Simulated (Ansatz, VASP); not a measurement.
## One calculation of BeCr2, two programs

```
CELL_PARAMETERS angstrom
3.97488 0.00000 0.00000
-1.98744 3.44235 0.00000
0.00000 0.00000 2.33190
ATOMIC_POSITIONS crystal
Be 0.00000 0.00000 0.00000
Cr 0.33333 0.66667 0.50000
Cr 0.66667 0.33333 0.50000
```

Alike in both runs: functional r2SCAN; k mesh 6 × 6 × 6; occupations gaussian, width 0.1 eV; no spin polarisation.

Ansatz relaxed the structure, and its values are those at the end. VASP's run is a single point on that final structure, the one shown.

```csv
,VASP,Ansatz
version,VASP 6.6.1,Ansatz 0.2.0
potentials or method,"VASP PAW PBE potentials, release 64 (Be, Cr_pv), cutoff 520 eV","scalar-relativistic, plane waves, PAW"
valence electrons in the cell,26,30
```

Ansatz gave:

* gap on the k mesh at the Fermi level (eV): none
* pressure (GPa): 0.0

Task: Estimate VASP's values.

Result: gap on the k mesh at the Fermi level (eV): none; pressure (GPa): 0.8.

VASP's potentials were made for PBE, not for r2SCAN. A gap of «none» marks a metal or a gap that the smearing closes. The functional is the same, so the differences come from potentials, cutoffs and numerics. VASP's potentials hold 26 valence electrons a cell and Ansatz's 30, so a difference there can come from the potentials and not from the codes.

The k mesh is coarse, so the values compare programs but aren't converged.
